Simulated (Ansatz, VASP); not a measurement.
**Ge in VASP and in Ansatz**

File INCAR:

```
PREC = Accurate ; ENCUT = 600
EDIFF = 1E-6 ; ISMEAR = -1
SIGMA = 0.08 ; LREAL = F
LASPH = T ; NELM = 100
ALGO = Normal ; ISIF = 3
LWAVE = F ; LCHARG = F
GGA = PS ; IBRION = 2
NSW = 100 ; EDIFFG = -0.002
```

KPOINTS

```
regular mesh
0
Gamma
  12 12 12
```

The input POSCAR:

```
Ge
1.0
    0.0000000000      2.8289100000      2.8289100000
    2.8289100000      0.0000000000      2.8289100000
    2.8289100000      2.8289100000      0.0000000000
Ge
2
Direct
    0.5000000000      0.5000000000      0.5000000000
    0.7500000000      0.7500000000      0.7500000000
```

Input for Ansatz:

```yaml
crystal:
  lattice:
    - [0.0, 2.82891, 2.82891]
    - [2.82891, 0.0, 2.82891]
    - [2.82891, 2.82891, 0.0]
  atoms:
    - { symbol: Ge, position: [0.5, 0.5, 0.5] }
    - { symbol: Ge, position: [0.75, 0.75, 0.75] }
kpoints:
  mp_grid: { grid: [12, 12, 12] }
scf:
  occupations: { method: fermi_dirac, width: 0.08 }
hamiltonian:
  xc: pbesol
  pseudopotentials: { kind: paw }
relax:
  f_tol: 0.002
  max_steps: 80
  cell: {}
output:
  forces: true
  stress: true
```

Alike in both runs: task relaxation of cell and atoms; functional PBEsol; k mesh 12 × 12 × 12; occupations fermi-dirac, width 0.08 eV; no spin polarisation.

|  | VASP | Ansatz |
| --- | --- | --- |
| version | VASP 6.6.1 | Ansatz 0.2.0 |
| potentials or method | VASP PAW PBE potentials, release 64 (Ge_d) | PAW with Ansatz's default frozen-core files, scalar-relativistic |
| plane-wave cutoff (eV) | 600 | 420 |
| valence electrons in the cell | 28 | 28 |

Ansatz gave:

| Item | Value |
| --- | --- |
| relaxed volume (Å³/atom) | 22.86 |
| relaxed cell length with the largest relative difference (Å) | 4.014 |

Question: Which values does VASP return?

Answer: Relaxed volume (Å³/atom): 22.88; relaxed cell length with the largest relative difference (Å): 4.015.

VASP's potentials were made for PBE, not for PBEsol.
